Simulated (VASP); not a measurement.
Wanted: the native input for a VASP 6.6.1 run.

```yaml
Task: single point
Functional: LDA
Potentials_or_basis: VASP PAW LDA potentials, release 64 (Hf_pv)
Cutoff: 520 eV
k_mesh: 7 × 7 × 4
Occupations: methfessel-paxton, width 0.1 eV
Spin: no spin polarisation
Dipole_correction: no
Further_INCAR_settings: ALGO = Fast; EDIFF = 1e-06; NBANDS = 17
```

The structure of Hf lies in POSCAR:

```
Hf
1.0
    3.1967000000      0.0000000000      0.0000000000
   -1.5983500000      2.7684234083      0.0000000000
    0.0000000000      0.0000000000      5.0578000000
Hf
2
Direct
    0.6707990000      0.3463000000      0.7545060000
    0.3256540000      0.6728700000      0.2466750000
```

The input as run:

INCAR

```
PREC = Accurate
ENCUT = 520
EDIFF = 1E-6
ISMEAR = 1
SIGMA = 0.1
LREAL = False
LASPH = True
NELM = 80
ALGO = Fast
ISIF = 2
LWAVE = False
LCHARG = True
GGA = CA
LELF = True
LVHAR = True
NBANDS = 17
```

KPOINTS

```
regular mesh
0
Gamma
  7 7 4
```

Potentials or basis: VASP PAW LDA potentials, release 64 (Hf_pv).

The run is started by

```console
$ cat potpaw_LDA.64/Hf_pv/POTCAR > POTCAR
$ mpirun -np 1 vasp_std > vasp.out
```

It gave:

- Pressure: -7.3 GPa
- Largest force: 0.085 eV/Å
- Band gap on the k mesh: zero (band 10 reaches 5.86 eV, above the bottom of band 11 at 4.56 eV)

Caveat: spin-orbit coupling is left out, which moves the levels of the heavy elements.

Wall time 38 s on 1 thread of Intel(R) Xeon(R) Platinum 8488C (Sapphire Rapids) (shared host), peak memory 0.18 GiB.
